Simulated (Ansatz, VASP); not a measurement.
Two plane-wave programs on Ge

Contents of INCAR:

```
PREC = Accurate
ENCUT = 520
EDIFF = 1E-6
ISMEAR = 0
SIGMA = 0.01
LREAL = False
LASPH = True
NELM = 60
ALGO = Normal
ISIF = 2
LWAVE = False
LCHARG = False
NBANDS = 96
```

KPOINTS

```
regular mesh
0
Gamma
  4 4 4
```

Contents of POSCAR:

```
Ge
1.0
    5.9300000000      0.0000000000      0.0000000000
    0.0000000000      5.9300000000      0.0000000000
    0.0000000000      0.0000000000      6.9800000000
Ge
12
Direct
    0.3750000000      0.1667000000      0.7500000000
    0.3333000000      0.8750000000      0.5000000000
    0.6250000000      0.8333000000      0.2500000000
    0.6667000000      0.1250000000      0.0000000000
    0.8750000000      0.3333000000      0.5000000000
    0.8333000000      0.6250000000      0.7500000000
    0.1250000000      0.6667000000      0.0000000000
    0.1667000000      0.3750000000      0.2500000000
    0.5750000000      0.4250000000      0.2500000000
    0.9250000000      0.9250000000      0.5000000000
    0.4250000000      0.5750000000      0.7500000000
    0.0750000000      0.0750000000      0.0000000000
```

input

```
crystal:
  lattice:
    - [5.93, 0.0, 0.0]
    - [0.0, 5.93, 0.0]
    - [0.0, 0.0, 6.98]
  atoms:
    - { symbol: Ge, position: [0.375, 0.1667, 0.75] }
    - { symbol: Ge, position: [0.3333, 0.875, 0.5] }
    - { symbol: Ge, position: [0.625, 0.8333, 0.25] }
    - { symbol: Ge, position: [0.6667, 0.125, 0.0] }
    - { symbol: Ge, position: [0.875, 0.3333, 0.5] }
    - { symbol: Ge, position: [0.8333, 0.625, 0.75] }
    - { symbol: Ge, position: [0.125, 0.6667, 0.0] }
    - { symbol: Ge, position: [0.1667, 0.375, 0.25] }
    - { symbol: Ge, position: [0.575, 0.425, 0.25] }
    - { symbol: Ge, position: [0.925, 0.925, 0.5] }
    - { symbol: Ge, position: [0.425, 0.575, 0.75] }
    - { symbol: Ge, position: [0.075, 0.075, 0.0] }
kpoints:
  mp_grid: { grid: [4, 4, 4] }
  band_path:
    path:
      - [0.0, 0.0, 0.0]
      - [0.0, 0.5, 0.0]
      - [0.5, 0.5, 0.0]
      - [0.0, 0.0, 0.5]
      - [0.0, 0.5, 0.5]
      - [0.5, 0.5, 0.5]
      - [0.309896, 0.398437, 0.0]
      - [0.345052, 0.345052, 0.0]
      - [0.35, 0.35, 0.0]
    npoints: 1
hamiltonian:
  xc: lda
scf:
  occupations: { method: fixed }
  n_extra_bands: 7
output:
  forces: true
  stress: true
  eigenvalues: true
  write_density: true
  write_potential: true
  elf: true
  volumetric_format: npy
```

Alike in both runs: functional LDA; k mesh 4 × 4 × 4; no spin polarisation.

|  | VASP | Ansatz |
| --- | --- | --- |
| version | VASP 6.6.1 | Ansatz 0.2.0 |
| potentials or method | VASP PAW LDA potentials, release 64 (Ge_d) | Ansatz PAW |
| plane-wave cutoff (eV) | 520 | 420 |
| occupations | gaussian, width 0.01 eV | fixed |
| valence electrons in the cell | 168 | 168 |
| task | single point | band structure |

|  | VASP | Ansatz | Ansatz less VASP |
| --- | --- | --- | --- |
| pressure (GPa) | -1.3 | -1.4 | -0.10 |
| traceless stress, the component that is largest in VASP (GPa) | -0.48 | -0.46 | +0.018 |
| rms of the force components (eV/Å) | 0.371 | 0.370 | -0.0011 |

LDA's correlation is that of Perdew and Zunger in VASP and of Perdew and Wang (1992) in Ansatz. Atom by atom the forces differ by 0.002 eV/Å (rms over components).
